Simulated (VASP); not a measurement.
Wanted: the native input for a VASP 6.6.1 run.

```yaml
Task: single point
Functional: LDA
Potentials_or_basis: VASP PAW LDA potentials, release 64 (Mg, I)
Cutoff: 520 eV
k_mesh: 6 × 6 × 4
Occupations: gaussian, width 0.05 eV
Spin: no spin polarisation
Dipole_correction: no
Further_INCAR_settings: ALGO = Normal; EDIFF = 1e-07; NBANDS = 15
```

The structure of MgI2 lies in POSCAR:

```
MgI2
1.0
    4.1834320243      0.0000000000      0.0000000000
   -2.0917160121      3.6229584080      0.0000000000
    0.0000000000      0.0000000000      6.8623682698
Mg I
1 2
Direct
    0.0000000000      0.0000000000      0.0000000000
    0.3333333333      0.6666666667      0.7672995888
    0.6666666667      0.3333333333      0.2327004112
```

The input as run:

INCAR

```
PREC = Accurate
ENCUT = 520
EDIFF = 1E-7
ISMEAR = 0
SIGMA = 0.05
LREAL = False
LASPH = True
NELM = 80
ALGO = Normal
ISIF = 2
LWAVE = False
LCHARG = False
GGA = CA
NBANDS = 15
```

KPOINTS

```
Automatic mesh
0
Gamma
  6 6 4
```

Potentials or basis: VASP PAW LDA potentials, release 64 (Mg, I).

Run with:

```bash
$ cat potpaw_LDA.64/Mg/POTCAR potpaw_LDA.64/I/POTCAR > POTCAR
$ mpirun -np 1 vasp_std > vasp.out
```

It gave:

| Property | Result |
| --- | --- |
| Pressure | -0.9 GPa |
| Largest force | 0.147 eV/Å |
| Band gap on the k mesh | 3.32 eV, indirect (least direct gap 3.41 eV) |

Caveat: spin-orbit coupling is left out, which moves the levels of the heavy elements.

Run time: 18 s on 1 thread of Intel(R) Xeon(R) Platinum 8488C (Sapphire Rapids) (shared host), peak memory 0.2 GiB.
